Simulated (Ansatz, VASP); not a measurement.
Two plane-wave programs on Rh

The input INCAR:

```
SYSTEM = Rh
ALGO = Fast ; EDIFF = 1E-7
ENCUT = 520 ; GGA = PS
ISIF = 2 ; ISMEAR = 0
LASPH = .True. ; LCHARG = .True.
LELF = .True. ; LREAL = .False.
LVHAR = .True. ; LWAVE = .False.
NBANDS = 38 ; NELM = 60
PREC = Accurate ; SIGMA = 0.15
```

The input KPOINTS:

```
k-points
0
Gamma
  18 18 6
  0 0 0
```

Contents of POSCAR:

```
Rh
1.0
    2.6488000000      0.0000000000      0.0000000000
   -1.3244000000      2.2939280895      0.0000000000
    0.0000000000      0.0000000000      8.7275109659
Rh
4
Direct
    0.0000000000      0.0000000000      0.0000000000
    0.3333333333      0.6666666667      0.2500000000
    0.0000000000      0.0000000000      0.5000000000
    0.6666666667      0.3333333333      0.7500000000
```

Input for Ansatz:

```yaml
crystal:
  lattice:
    - [2.6488, 0.0, 0.0]
    - [-1.3244, 2.2939280895, 0.0]
    - [0.0, 0.0, 8.7275109659]
  atoms:
    - { symbol: Rh, position: [0.0, 0.0, 0.0] }
    - { symbol: Rh, position: [0.3333333333, 0.6666666667, 0.25] }
    - { symbol: Rh, position: [0.0, 0.0, 0.5] }
    - { symbol: Rh, position: [0.6666666667, 0.3333333333, 0.75] }
basis:
  ecutwfc: 420
kpoints:
  mp_grid: { grid: [18, 18, 6] }
hamiltonian:
  xc: pbesol
  pseudopotentials: { kind: paw, azcp: { folder: soft_1 } }
scf:
  occupations: { method: gaussian, width: 0.15 }
output:
  forces: true
  stress: true
  eigenvalues: true
```

Alike in both runs: task single point; functional PBEsol; k mesh 18 × 18 × 6; occupations gaussian, width 0.15 eV; no spin polarisation.

```csv
,VASP,Ansatz
version,VASP 6.6.1,Ansatz 0.2.0
potentials or method,"VASP PAW PBE potentials, release 64 (Rh_pv), cutoff 520 eV","scalar-relativistic, plane waves, PAW"
valence electrons in the cell,60,68
```

|  | VASP | Ansatz | Ansatz less VASP |
| --- | --- | --- | --- |
| gap on the k mesh at the Fermi level (eV) | none | none | - |
| pressure (GPa) | 6.2 | 6.4 | +0.13 |
| traceless stress, the component that is largest in VASP (GPa) | -2.71 | -2.71 | 0.000 |

VASP's potentials were made for PBE, not for PBEsol, and Ansatz warns of the same on its side. A gap of «none» marks a metal or a gap that the smearing closes. VASP's potentials hold 60 valence electrons a cell and Ansatz's 68, so a difference there can come from the potentials and not from the codes.
